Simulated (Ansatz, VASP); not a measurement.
**Al: VASP beside Ansatz**

File INCAR:

```
SYSTEM = Al
PREC = Accurate ; ENCUT = 500
EDIFF = 1E-6 ; ISMEAR = 0
SIGMA = 0.15 ; LREAL = .False.
LASPH = .True. ; NELM = 120
ALGO = Normal ; ISIF = 2
LWAVE = .False. ; LCHARG = .False.
GGA = PE ; IVDW = 12
NBANDS = 14 ; GGA_COMPAT = .False.
```

Contents of KPOINTS:

```
Automatic mesh
0
Gamma
  18 18 4
  0 0 0
```

Contents of POSCAR:

```
Al
1.0
    2.8654000000      0.0000000000      0.0000000000
   -1.4327000000      2.4815091920      0.0000000000
    0.0000000000      0.0000000000     10.5726000000
Al
4
Direct
    0.0000000000      0.0000000000      0.0000000000
    0.3333333333      0.6666666667      0.2500000000
    0.0000000000      0.0000000000      0.5000000000
    0.6666666667      0.3333333333      0.7500000000
```

Input for Ansatz:

```yaml
crystal:
  lattice:
    - [2.8654, 0.0, 0.0]
    - [-1.4327, 2.481509192, 0.0]
    - [0.0, 0.0, 10.5726]
  atoms:
    - { symbol: Al, position: [0.0, 0.0, 0.0] }
    - { symbol: Al, position: [0.3333333333, 0.6666666667, 0.25] }
    - { symbol: Al, position: [0.0, 0.0, 0.5] }
    - { symbol: Al, position: [0.6666666667, 0.3333333333, 0.75] }
basis:
  ecutwfc: 420
kpoints:
  mp_grid: { grid: [18, 18, 4] }
hamiltonian:
  xc: pbe
  dispersion: d3bj
scf:
  occupations: { method: gaussian, width: 0.15 }
output:
  forces: true
  stress: true
  eigenvalues: true
```

Alike in both runs: task single point; functional PBE; dispersion D3(BJ); k mesh 18 × 18 × 4; occupations gaussian, width 0.15 eV; no spin polarisation.

|  | VASP | Ansatz |
| --- | --- | --- |
| version | VASP 6.6.1 | Ansatz 0.2.0 |
| potentials or method | VASP PAW PBE potentials, release 64 (Al), cutoff 500 eV | scalar-relativistic, plane waves, PAW |
| valence electrons in the cell | 12 | 12 |

```tsv
	VASP	Ansatz	Ansatz less VASP
gap on the k mesh at the Fermi level (eV)	none	none	-
pressure (GPa)	-8.8	-8.8	+0.02
traceless stress, the component that is largest in VASP (GPa)	-2.35	-2.37	-0.022
```

A gap of «none» marks a metal or a gap that the smearing closes.
